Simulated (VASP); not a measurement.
The system is Al2Cu.

```
CELL_PARAMETERS angstrom
3.22842 0.00000 0.00000
-1.61421 2.79589 0.00000
0.00000 0.00000 4.75234
ATOMIC_POSITIONS crystal
Al 0.33333 0.66667 0.80021
Al 0.66667 0.33333 0.19980
Cu 0.00000 0.00000 0.50000
```

```yaml
Program: VASP 6.6.1
Task: relaxation of cell and atoms
Functional: PBE
Potentials_or_basis: VASP PAW PBE potentials, release 64 (Al, Cu)
Cutoff: 600 eV
k_mesh: 7 × 7 × 4
Occupations: gaussian, width 0.2 eV
Spin: no spin polarisation
```

At the start: pressure 19.2 GPa; volume 14.30 Å³/atom.

How do energy, volume and symmetry change on relaxing?

Over 10 steps the energy falls by 441.3 meV/atom and the volume is 14.70 Å³/atom (+2.8 %); space group P-3m1 (No. 164, to 0.05 Å).

Step by step:
```
step  energy change (eV)  largest force (eV/Å)  pressure (GPa)  volume (Å³)
   1              0.0000                0.4825           19.16        42.90
   2             -0.5115                0.1342           -5.57        54.33
   3             -0.5422                0.0497           -2.19        51.67
   4             -0.7407                0.1075           -3.62        51.35
   5             -1.1197                0.7215           -6.66        49.42
   6             -1.2606                0.7335           -1.95        45.56
   7             -1.2717                0.6925            1.66        43.56
   8             -1.2754                0.7074            0.64        44.15
   9             -1.3103                0.3717            0.34        44.12
  10             -1.3240                0.0209            0.26        44.09
```

Final structure:
```yaml
crystal:
  lattice:
    - [2.85617, 0.00000, 0.00000]
    - [-1.42809, 2.47352, 0.00000]
    - [0.00000, 0.00000, 6.24071]
  atoms:
    - { symbol: Al, position: [0.33333, 0.66667, 0.82083] }
    - { symbol: Al, position: [0.66667, 0.33333, 0.17917] }
    - { symbol: Cu, position: [0.00000, 0.00000, 0.50000] }
```

Caveat: the relaxation stopped at a loose force limit of 0.08 eV/Å, so its end isn't a converged minimum.
